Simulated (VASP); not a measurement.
# Be (P1) in VASP: further runs, part 4 of 4

VASP 6.6.1. The steps go on from the part before.

## (6) Single point, PBE+D3(BJ)

INCAR reads:

```
SYSTEM = Be
PREC = Accurate ; ENCUT = 520
EDIFF = 1E-6 ; ISMEAR = -1
SIGMA = 0.24 ; LREAL = Auto
LASPH = .TRUE. ; NELM = 80
ALGO = Normal ; ISIF = 2
LWAVE = .FALSE. ; LCHARG = .FALSE.
GGA = PE ; IVDW = 12
NBANDS = 60
```

KPOINTS reads:

```
regular mesh
0
G
  2 2 2
  0 0 0
```

POSCAR reads:

```
Be
1.0
    6.9826430000      0.0000000000      0.0000000000
   -3.4913210000      6.0471460000      0.0000000000
    0.0000000000      0.0000000000      7.2945340000
Be
36
Direct
    0.0937728574      0.0050933118      0.0245252130
    0.1412386671      0.1593148239      0.2672960329
    0.0385182027      0.0227876092      0.5402812572
    0.0787027811      0.2217078933      0.7323977104
    0.0457927639      0.3278571412      0.1211043776
    0.1034956880      0.5302501378      0.2997998227
    0.0039905382      0.3093856176      0.4820184538
    0.1187866876      0.5549890808      0.6830731065
   -0.0773824074      0.5527896962      0.0112412938
    0.0530106709      0.8237439612      0.2441005827
   -0.0269123657      0.6744669304      0.4745471061
    0.0979752242      0.8141691965      0.7402803250
    0.4314752586      0.0309732889      0.0106792291
    0.4411271632      0.1976138826      0.2853780653
    0.3382642318     -0.0277320905      0.5516870577
    0.3851538545      0.1398014865      0.7754710582
    0.3647274126      0.2977272254      0.0024127655
    0.4010029013      0.5027495615      0.2377122377
    0.3658654081      0.3468909135      0.5185800765
    0.3947995345      0.5338220708      0.8107166270
    0.2708044971      0.6970230254      0.0594280594
    0.4174148959      0.8597774884      0.2825403240
    0.4540008500      0.6741361958      0.5391571278
    0.4710115137      0.8746274689      0.7885356350
    0.8010910963      0.0843042321     -0.0426894987
    0.7251960801      0.2325725226      0.1837129006
    0.6394691247      0.0059532216      0.4937395590
    0.8168332830      0.2313322681      0.7453526161
    0.6403140810      0.3067562781     -0.0464457359
    0.7216264338      0.5621825569      0.1828903670
    0.7388962236      0.3568129494      0.4956313865
    0.7396303511      0.5203115652      0.7491088533
    0.7950495134      0.7433423966     -0.0544380217
    0.8037961387      0.9121823750      0.1823968467
    0.6982434153      0.7013060376      0.4261272893
    0.7712821927      0.8382466704      0.6721059906
```

Potentials or basis: VASP PAW PBE potentials, release 64 (Be).

On the command line:

```
$ cat potpaw_PBE.64/Be/POTCAR > POTCAR
$ mpirun -np 1 vasp_std > vasp.out
```

It took 2.7 min on 1 thread of Intel Xeon 6975P-C (Granite Rapids), shared host; peak memory 0.4 GiB.

It converged, with:

```yaml
Free_energy: -132.3886 eV
Pressure: -0.1 GPa
Largest_force: 3.449 eV/Å
Band_gap_on_the_k_mesh: zero (bands 36 and 37 overlap by 0.31 eV)
Dispersion_energy_per_atom: -0.328 eV
```

Forces on the atoms (eV/Å):
```
Be  -0.703  0.285 -1.370
Be  -0.035  0.341  1.093
Be   1.805 -0.796 -2.664
Be   1.793  0.401  2.246
Be   1.114 -0.528 -2.880
Be  -0.799  2.876 -0.171
Be   0.432 -2.024  0.259
Be   0.495 -0.670  0.134
Be   2.861  0.114 -0.722
Be   0.627  0.281 -0.293
Be   0.612  0.435  2.115
Be  -1.700  1.111  1.732
Be  -0.534 -1.791  2.105
Be   0.579  0.240 -0.184
Be  -0.283 -1.068 -2.100
Be  -1.076  1.526 -0.291
Be  -1.366  0.575  1.239
Be  -0.770  0.650  0.513
Be  -0.083 -0.701  0.223
Be   0.749  0.361 -0.160
Be   0.068 -1.123 -1.480
Be   0.297  0.296  0.444
Be  -2.978  0.579  0.809
Be   0.006 -0.241 -0.623
Be   0.108 -1.654  0.610
Be   1.055 -0.571  1.636
Be   1.270  0.750 -0.195
Be  -2.440  0.894 -2.268
Be   1.002  1.464 -0.432
Be  -0.367 -1.518  1.235
Be  -0.930 -0.769 -0.659
Be   0.363  0.284 -1.394
Be  -1.155 -0.055 -0.421
Be  -0.159  0.493  0.843
Be   1.148 -0.433 -1.159
Be  -1.007 -0.013  2.230
```

Stress tensor (GPa, compression positive):
```
-1.72  0.72 -1.58
 0.72  0.98 -0.60
-1.58 -0.60  0.31
```

Levels at points of the mesh, in eV from the Fermi level:
| k point | band 32 | band 33 | band 34 | band 35 | band 36 | band 37 | band 38 | band 39 | band 40 | band 41 |
| --- | --- | --- | --- | --- | --- | --- | --- | --- | --- | --- |
| (0.00, 0.00, 0.00) | -0.61 | -0.38 | -0.24 | 0.07 | 0.20 | 0.42 | 0.52 | 0.56 | 0.66 | 0.90 |
| (0.50, 0.00, 0.00) | -1.10 | -0.83 | -0.68 | -0.52 | -0.36 | -0.10 | 0.28 | 0.41 | 0.64 | 0.98 |
| (0.00, 0.50, 0.00) | -1.20 | -0.94 | -0.71 | -0.55 | 0.21 | 0.62 | 0.71 | 0.90 | 1.01 | 1.26 |
| (0.50, 0.50, 0.00) | -1.09 | -0.89 | -0.75 | -0.65 | -0.23 | 0.11 | 0.54 | 0.85 | 1.01 | 1.14 |
| (0.00, 0.00, 0.50) | -1.23 | -1.16 | -0.96 | -0.68 | -0.52 | -0.10 | 0.09 | 0.40 | 0.85 | 1.77 |
| (0.50, 0.00, 0.50) | -1.44 | -1.26 | -1.09 | -0.94 | -0.65 | 0.54 | 0.87 | 1.11 | 1.28 | 1.50 |
| (0.00, 0.50, 0.50) | -1.35 | -1.00 | -0.82 | -0.73 | -0.29 | 0.29 | 0.56 | 0.93 | 1.21 | 1.38 |
| (0.50, 0.50, 0.50) | -1.11 | -0.90 | -0.85 | -0.51 | -0.39 | 0.05 | 0.51 | 1.06 | 1.19 | 1.44 |

Caveat: the k points lie up to 0.52 Å⁻¹ apart; the atoms stand as in a frame of molecular dynamics; forces of over 1 eV/Å act on the atoms, so gaps and moduli don't describe the material at rest.

## (7) Single point, PBE+D3(BJ)

INCAR reads:

```
PREC     = Accurate       # precision mode
ENCUT    = 520            # plane-wave cutoff, eV
EDIFF    = 1E-6           # SCF threshold, eV
ISMEAR   = -1             # smearing method
SIGMA    = 0.24           # smearing width, eV
LREAL    = Auto         
LASPH    = T              # aspherical terms in the spheres
NELM     = 80             # most SCF steps
ALGO     = Normal         # electronic algorithm
ISIF     = 2              # what is computed and relaxed
LWAVE    = F              # write WAVECAR
LCHARG   = F              # write CHGCAR
GGA      = PE             # functional
IVDW     = 12             # dispersion correction
NBANDS   = 60             # bands
```

KPOINTS reads:

```
regular mesh
0
Gamma
  2 2 2
```

POSCAR reads:

```
Be
1.0
    6.9826430000      0.0000000000      0.0000000000
   -3.4913210000      6.0471460000      0.0000000000
    0.0000000000      0.0000000000      7.2945340000
Be
36
Direct
    0.0320510915     -0.0039522777      0.0190690728
    0.1815670383      0.2019630417      0.2531895800
    0.0113214293     -0.0284266330      0.5153036507
    0.1503543820      0.2329694041      0.7922781633
    0.0979390600      0.3634937870      0.0191376173
    0.1296047030      0.5504745544      0.2579739844
   -0.0038933552      0.2988021126      0.4675418608
    0.1094288509      0.5206919099      0.6999898828
   -0.0191207892      0.5888562968      0.0142709596
    0.1352854638      0.8607200818      0.2419208684
   -0.0441099708      0.7012233540      0.5522217046
    0.0831170460      0.8427115866      0.7853551714
    0.3801997887     -0.0255492426      0.0383574879
    0.4755821530      0.1880721914      0.2321601352
    0.2643232784     -0.0677178954      0.5230765941
    0.4520339299      0.2439167171      0.7009769233
    0.3872238135      0.3467586197      0.0022345499
    0.4127283597      0.5108194841      0.2732868200
    0.3150751382      0.3646348211      0.5205267396
    0.4319086500      0.5622983139      0.7697407401
    0.3291532983      0.6635196174     -0.0186440971
    0.4419725637      0.8659291507      0.2655961299
    0.4032345900      0.6897799392      0.5077226318
    0.4477957543      0.9462314950      0.7545101579
    0.7509157531      0.0296668875     -0.0457602912
    0.7768001244      0.1915945142      0.2199043832
    0.6934809416      0.0219773096      0.4365871761
    0.7990551819      0.2091234443      0.7075023572
    0.6737973449      0.2657121227     -0.0551234664
    0.7644399184      0.5328960141      0.2241815584
    0.7021661286      0.3404085167      0.4696393217
    0.7757932783      0.5282491939      0.6929298020
    0.7723315311      0.6953858895     -0.0456917467
    0.8733843515      0.9531438467      0.2792776070
    0.6056837601      0.5749323731      0.4974135428
    0.6858591068      0.8240746957      0.6912984435
```

Potentials or basis: VASP PAW PBE potentials, release 64 (Be).

On the command line:

```
$ cat potpaw_PBE.64/Be/POTCAR > POTCAR
$ mpirun -np 1 vasp_std > vasp.out
```

OUTCAR:

```text
PREC = Accurate
   ENCUT = 520
   EDIFF = 1E-6
   ISMEAR = -1
   LREAL = Auto
   LASPH = T
   NELM = 80
   ISIF = 2
   GGA = PE
   IVDW = 12
 IVDW          = 12

 ion  position               nearest neighbor table
   1  0.032  0.996  0.019-  33 2.03  12 2.14   2 2.14  34 2.14  25 2.14  10 2.18   4 2.19   5 2.37

   2  0.182  0.202  0.253-  18 1.95  34 1.99  14 2.11   1 2.14  19 2.21  17 2.23  10 2.24   5 2.28
                             7 2.34
   3  0.011  0.972  0.515-  11 1.75  15 1.92  34 1.95  12 2.32  36 2.35   7 2.37
   4  0.150  0.233  0.792-   5 2.01  17 2.10  20 2.16  16 2.17   1 2.19  19 2.25   8 2.27
   5  0.098  0.363  0.019-  21 1.92   4 2.01  17 2.08   9 2.11   6 2.12   2 2.28   1 2.37
   6  0.130  0.550  0.258-   5 2.12  18 2.13   9 2.14  10 2.15   7 2.16  22 2.19  21 2.35
   7  0.996  0.299  0.468-  27 2.04  19 2.07  28 2.12   6 2.16   8 2.16  31 2.21  26 2.24   2 2.34
                             3 2.37
   8  0.109  0.521  0.700-   7 2.16  28 2.17  20 2.18   4 2.27  23 2.27  11 2.29  32 2.36
   9  0.981  0.589  0.014-  33 1.99  30 2.05   5 2.11   6 2.14  21 2.23  29 2.26  12 2.27  10 2.34
[... 21 lines left out ...]
  23  0.403  0.690  0.508-  35 1.94  19 2.04  22 2.09  18 2.14  20 2.16  36 2.17  27 2.25   8 2.27
                            15 2.34
[... 266 lines left out ...]
      3      -2.4604      2.00000
      4      -1.9748      2.00000
      5      -1.6993      2.00000
      6      -1.5649      2.00000
[... 397 lines left out ...]
     47       8.6174      0.00004
     48       9.1911      0.00000
 [bands above 48 left out]

------------------------ aborting loop because EDIFF is reached ----------------------------------------

 Edisp (eV)  -11.78814

 E8    (eV) :    -4.0808

  FORCE on cell =-STRESS in cart. coord.  units (eV):
  Direction    XX          YY          ZZ          XY          YZ          ZX
  --------------------------------------------------------------------------------------
  -------------------------------------------------------------------------------------
  Total      -2.05538     0.37020    -7.37621     5.42828    -4.56685    -0.55115
  in kB     -10.69140     1.92567   -38.36859    28.23611   -23.75522    -2.86689
  external pressure =      -15.71 kB  Pullay stress =        0.00 kB

 VOLUME and BASIS-vectors are now :
 -----------------------------------------------------------------------------
  energy-cutoff  :      520.00
  volume of cell :      308.01
      direct lattice vectors                 reciprocal lattice vectors
     6.982643000  0.000000000  0.000000000     0.143212248  0.082683621  0.000000000
    -3.491321000  6.047146000  0.000000000     0.000000000  0.165367266  0.000000000
     0.000000000  0.000000000  7.294534000     0.000000000  0.000000000  0.137088949

 POSITION                                       TOTAL-FORCE (eV/Angst)
 -----------------------------------------------------------------------------------
     -3.25372      6.02325      0.13910         0.350204      0.928995      0.202343
      0.56270      1.22130      1.84690        -0.648424     -0.652140      0.369675
     -3.31302      5.87525      3.75890        -1.583146      3.869648      0.358523
      0.23650      1.40880      5.77930        -0.448013     -0.694657     -1.682223
     -0.58520      2.19810      0.13960        -1.079645     -1.804308      0.162104
     -1.01690      3.32880      1.88180        -0.249025      0.252653     -0.022002
[... 28 lines left out ...]
      2.22200      3.47670      3.62840         2.540759      1.483178     -0.363128
      1.91200      4.98330      5.04270         1.687342      1.942153      0.042620
 -----------------------------------------------------------------------------------
    total drift:                               -0.000590     -0.002049      0.002291

  FREE ENERGIE OF THE ION-ELECTRON SYSTEM (eV)
  ---------------------------------------------------
  free  energy   TOTEN  =      -133.9288536582 eV

  energy  without entropy=     -132.7730553366  energy(sigma->0) =     -133.35095450
```

OSZICAR:

```text
N       E                     dE             d eps       ncg     rms          rms(c)
DAV:   1     0.982476866253E+02    0.98248E+02   -0.27615E+04   960   0.102E+03
DAV:   2    -0.114831915074E+03   -0.21308E+03   -0.19791E+03  1224   0.180E+02
DAV:   3    -0.127340080467E+03   -0.12508E+02   -0.12054E+02  1224   0.364E+01
DAV:   4    -0.127569912784E+03   -0.22983E+00   -0.22800E+00  1192   0.576E+00
DAV:   5    -0.127573730049E+03   -0.38173E-02   -0.38109E-02  1208   0.586E-01    0.883E+00
DAV:   6    -0.122925220835E+03    0.46485E+01   -0.53925E+00  1136   0.805E+00    0.436E+00
DAV:   7    -0.122222721936E+03    0.70250E+00   -0.25717E+00  1192   0.483E+00    0.173E+00
DAV:   8    -0.122152462760E+03    0.70259E-01   -0.21113E-01  1208   0.165E+00    0.762E-01
DAV:   9    -0.122141247783E+03    0.11215E-01   -0.21824E-02  1200   0.540E-01    0.206E-01
DAV:  10    -0.122140737627E+03    0.51016E-03   -0.18009E-03  1136   0.158E-01    0.589E-02
DAV:  11    -0.122140705518E+03    0.32108E-04   -0.18527E-04  1176   0.452E-02    0.131E-02
DAV:  12    -0.122140707169E+03   -0.16511E-05   -0.17883E-05  1136   0.137E-02    0.464E-03
DAV:  13    -0.122140709450E+03   -0.22810E-05   -0.25699E-06   896   0.520E-03    0.150E-03
DAV:  14    -0.122140710323E+03   -0.87274E-06   -0.26032E-07   648   0.214E-03
   1 F= -.13392885E+03 E0= -.13335095E+03  d E =-.115580E+01
```

Run time: 2.7 min. Hardware: 1 thread of Intel Xeon 6975P-C (Granite Rapids), shared host; peak memory 0.4 GiB.

Results:

* Free energy: -133.9289 eV
* Pressure: -1.6 GPa
* Largest force: 6.416 eV/Å
* Band gap on the k mesh: zero (bands 36 and 37 overlap by 0.38 eV)
* Dispersion energy per atom: -0.327 eV

Forces in eV/Å, atoms in the order of the input:
```
Be   0.350  0.929  0.202
Be  -0.648 -0.652  0.370
Be  -1.583  3.870  0.359
Be  -0.448 -0.695 -1.682
Be  -1.080 -1.804  0.162
Be  -0.249  0.253 -0.022
Be   0.367 -0.904 -0.124
Be  -0.435  0.868  0.662
Be   0.969  0.632 -0.495
Be  -1.147  0.191  0.779
Be   2.145 -0.407 -4.869
Be   0.390  0.597  0.019
Be  -0.953  0.395 -2.097
Be  -0.369  1.091  1.091
Be   2.106  0.721 -0.328
Be   0.288 -0.209  0.718
Be   0.892 -0.290  0.361
Be   0.560  1.025 -1.492
Be  -1.472 -2.256  0.398
Be   0.891 -1.803 -0.748
Be  -0.065  1.199  1.161
Be   0.582 -0.531 -0.279
Be  -1.242  0.644  0.045
Be   1.593 -1.023  0.426
Be   0.419 -1.578  0.130
Be  -0.262  1.420 -1.154
Be  -0.801 -0.750  3.445
Be  -0.035 -0.417 -0.433
Be  -1.401  1.452  0.520
Be  -0.023  0.040  0.125
Be   0.661 -0.362 -0.206
Be  -1.412 -3.009  5.488
Be  -1.952 -0.451  0.041
Be  -0.863 -1.613 -2.251
Be   2.541  1.483 -0.363
Be   1.687  1.942  0.043
```

Levels at points of the mesh, in eV from the Fermi level:
| k point | band 34 | band 35 | band 36 | band 37 | band 38 | band 39 |
| --- | --- | --- | --- | --- | --- | --- |
| (0.00, 0.00, 0.00) | -0.32 | -0.17 | 0.17 | 0.26 | 0.42 | 0.45 |
| (0.50, 0.00, 0.00) | -0.57 | -0.47 | -0.18 | 0.20 | 0.45 | 0.63 |
| (0.00, 0.50, 0.00) | -0.55 | -0.48 | -0.07 | 0.34 | 0.57 | 0.60 |
| (0.50, 0.50, 0.00) | -0.67 | -0.59 | -0.30 | 0.45 | 0.51 | 0.90 |
| (0.00, 0.00, 0.50) | -1.04 | -0.89 | -0.26 | -0.22 | 0.04 | 0.43 |
| (0.50, 0.00, 0.50) | -1.16 | -0.91 | -0.84 | 0.46 | 0.72 | 1.15 |
| (0.00, 0.50, 0.50) | -0.95 | -0.78 | -0.38 | 0.46 | 0.60 | 1.17 |
| (0.50, 0.50, 0.50) | -1.07 | -0.71 | -0.59 | 0.28 | 0.76 | 0.96 |

Caveat: the k points lie up to 0.52 Å⁻¹ apart; the atoms stand as in a frame of molecular dynamics; forces of over 1 eV/Å act on the atoms, so gaps and moduli don't describe the material at rest.

## (8) Summary

| cell | gap on the mesh (eV) | pressure (GPa) | largest force (eV/Å) |
| --- | --- | --- | --- |
| as given, atomic positions A | none | 4.0 | 4.24 |
| as given, atomic positions B | none | 2.0 | 3.55 |
| as given, atomic positions C | none | 2.3 | 4.00 |
| as given, atomic positions D | none | 0.3 | 4.78 |
| as given, atomic positions E | none | -0.1 | 3.45 |
| as given, atomic positions F | none | -1.6 | 6.42 |

Alike in all rows: task single point; level PBE+D3(BJ); potentials or basis VASP PAW PBE potentials, release 64 (Be); no spin polarisation; k mesh 2 × 2 × 2; cutoff (eV) 520; smearing fermi-dirac 0.24 eV.

Caveats: all runs use coarse meshes; forces of over 1 eV/Å act on the atoms, so gaps and moduli don't describe the material at rest; the atoms stand as in a frame of molecular dynamics (at least some runs).

Total energies depend on the potentials used, so only differences within one code and one set of settings carry meaning.
